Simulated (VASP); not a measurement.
The system is BeTe.

```
Be Te
1.0
     0.00000    2.82862    2.82862
     2.69228    0.00000    2.82862
     2.69228    2.82862    0.00000
Be Te
1 1
Direct
  0.00000 0.00000 0.00000
  0.25000 0.25000 0.25000
```

This cell differs from its parent crystal: uniaxial x strain -4.8%.

Program: VASP 6.6.1. Alike in all runs: task single point; potentials or basis VASP PAW PBE potentials, release 64 (Be, Te); no spin polarisation; cell as given; cutoff (eV) 520.

Question: Order these runs on this cell by their band gap on the k mesh, lowest first.
A. level HSE06; k mesh 6 × 6 × 6; smearing gaussian 0.01 eV; grid for exact exchange (PRECFOCK) Normal; screening parameter 0.2079 1/Å
B. level r2SCAN; k mesh 8 × 8 × 8; smearing gaussian 0.01 eV
C. level PBE; k mesh 8 × 8 × 8; smearing fermi-dirac 0.02 eV

Answer: C (1.49 eV), B (1.84 eV), A (2.14 eV).

Caveats: spin-orbit coupling is left out, which moves the levels of the heavy elements.

A k mesh can miss the band edges.
